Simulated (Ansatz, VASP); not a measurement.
**One calculation of Zr2HS4, two programs**

File INCAR:

```
SYSTEM = Zr2HS4
ALGO     = Normal         ! electronic algorithm
DIPOL    = 0.5 0.5 0.296
EDIFF    = 1E-6           ! SCF threshold, eV
ENCUT    = 400            ! plane-wave cutoff, eV
GGA      = PE             ! functional
GGA_COMPAT= .FALSE.      
IDIPOL   = 3            
ISIF     = 2              ! what is computed and relaxed
ISMEAR   = 0              ! smearing method
IVDW     = 12             ! dispersion correction
LASPH    = .TRUE.         ! aspherical terms in the spheres
LCHARG   = .TRUE.         ! write CHGCAR
LDIPOL   = .TRUE.       
LELF     = .TRUE.         ! ELF
LREAL    = .FALSE.        ! projectors in reciprocal space
LVACPOTAV= .TRUE.       
LVHAR    = .TRUE.       
LWAVE    = .FALSE.        ! write WAVECAR
NBANDS   = 62             ! bands
NELM     = 120            ! most SCF steps
NELMDL   = -8           
PREC     = Accurate       ! precision mode
SIGMA    = 0.05           ! smearing width, eV
```

KPOINTS

```
k-points
0
G
  6 6 1
  0 0 0
```

Contents of POSCAR:

```
Zr2HS4
1.0
    7.2976778227      0.0000000000      0.0000000000
   -3.6488389114      6.3199743831      0.0000000000
    0.0000000000      0.0000000000     20.9171506047
S Zr H
8 4 2
Direct
    0.3333333333      0.1666666667      0.1912306354
    0.3333333333      0.6666666667      0.1912306354
    0.8333333333      0.1666666667      0.1912306354
    0.8333333333      0.6666666667      0.1912306354
    0.1666666667      0.3333333333      0.3306927762
    0.1666666667      0.8333333333      0.3306927762
    0.6666666667      0.3333333333      0.3306927762
    0.6666666667      0.8333333333      0.3306927762
    0.0000000000      0.0000000000      0.2609617058
    0.0000000000      0.5000000000      0.2609617058
    0.5000000000      0.0000000000      0.2609617058
    0.5000000000      0.5000000000      0.2609617058
    0.3699497052      0.7398994103      0.5028003481
    0.4633836282      0.9267672564      0.5028003481
```

Input for Ansatz:

```yaml
crystal:
  lattice:
    - [7.2976778227, 0.0, 0.0]
    - [-3.6488389114, 6.3199743831, 0.0]
    - [0.0, 0.0, 20.9171506047]
  atoms:
    - { symbol: S, position: [0.3333333333, 0.1666666667, 0.1912306354] }
    - { symbol: S, position: [0.3333333333, 0.6666666667, 0.1912306354] }
    - { symbol: S, position: [0.8333333333, 0.1666666667, 0.1912306354] }
    - { symbol: S, position: [0.8333333333, 0.6666666667, 0.1912306354] }
    - { symbol: Zr, position: [0.0, 0.0, 0.2609617058] }
    - { symbol: Zr, position: [0.0, 0.5, 0.2609617058] }
    - { symbol: Zr, position: [0.5, 0.0, 0.2609617058] }
    - { symbol: Zr, position: [0.5, 0.5, 0.2609617058] }
    - { symbol: S, position: [0.1666666667, 0.3333333333, 0.3306927762] }
    - { symbol: S, position: [0.1666666667, 0.8333333333, 0.3306927762] }
    - { symbol: S, position: [0.6666666667, 0.3333333333, 0.3306927762] }
    - { symbol: S, position: [0.6666666667, 0.8333333333, 0.3306927762] }
    - { symbol: H, position: [0.3699497052, 0.7398994103, 0.5028003481] }
    - { symbol: H, position: [0.4633836282, 0.9267672564, 0.5028003481] }
basis:
  ecutwfc: 420
kpoints:
  mp_grid: { grid: [6, 6, 1] }
hamiltonian:
  xc: pbe
  pseudopotentials: { kind: paw, azcp: { folder: soft_1 } }
  dispersion: d3bj
scf:
  occupations: { method: gaussian, width: 0.05 }
output:
  forces: true
  eigenvalues: true
efield:
  axis: 3
  dipole_correction: true
  ramp_width: 0.04
```

Alike in both runs: task single point; functional PBE; dispersion D3(BJ); k mesh 6 × 6 × 1; occupations gaussian, width 0.05 eV; no spin polarisation.

```csv
,VASP,Ansatz
version,VASP 6.6.1,Ansatz 0.2.0
potentials or method,"VASP PAW PBE potentials, release 64 (S, Zr_sv, H), cutoff 400 eV","scalar-relativistic, plane waves, PAW"
valence electrons in the cell,98,98
```

|  | VASP | Ansatz | Ansatz less VASP |
| --- | --- | --- | --- |
| gap on the k mesh at the Fermi level (eV) | 1.10 | 1.10 | +0.003 |
| least direct gap on the mesh (eV) | 1.10 | 1.10 | +0.003 |
| rms of the force components (eV/Å) | 1.020 | 1.019 | -0.0014 |
